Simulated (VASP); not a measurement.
# Ru: single point with PBEsol

Crystal: Ru.

```xyz
1
Lattice="2.4810 0.0000 0.0000 0.0000 2.4810 0.0000 0.0000 0.0000 2.4810" Properties=species:S:1:pos:R:3 pbc="T T T"
Ru    0.0000    0.0000    0.0000
```

```json
{"Program": "VASP 6.6.1", "Task": "single point", "Functional": "PBEsol", "Potentials or basis": "VASP PAW PBE potentials, release 64 (Ru_pv)", "Cutoff": "520 eV", "k mesh": "13 × 13 × 13", "Occupations": "fermi-dirac, width 0.1 eV", "Spin": "no spin polarisation", "Dipole correction": "no", "Further INCAR settings": "ALGO = Normal; EDIFF = 1e-06; NBANDS = 13"}
```

```
Pressure               : 0.2 GPa
Band gap on the k mesh : zero (band 7 reaches 14.58 eV, above the bottom of band 8 at 9.94 eV)
```

Levels at points of the mesh, in eV from the Fermi level:
| k point | band 3 | band 4 | band 5 | band 6 | band 7 | band 8 | band 9 | band 10 | band 11 | band 12 |
| --- | --- | --- | --- | --- | --- | --- | --- | --- | --- | --- |
| (0.00, 0.00, 0.00) | -42.37 | -7.41 | -5.60 | -5.60 | 1.73 | 1.73 | 1.73 | 10.75 | 16.85 | 16.85 |

Wall time 8.6 s on 1 thread of Intel Xeon 6975P-C (shared host), peak memory 0.13 GiB.

Caveat: the PAW data sets were made with another functional, which shifts forces and pressure a little.
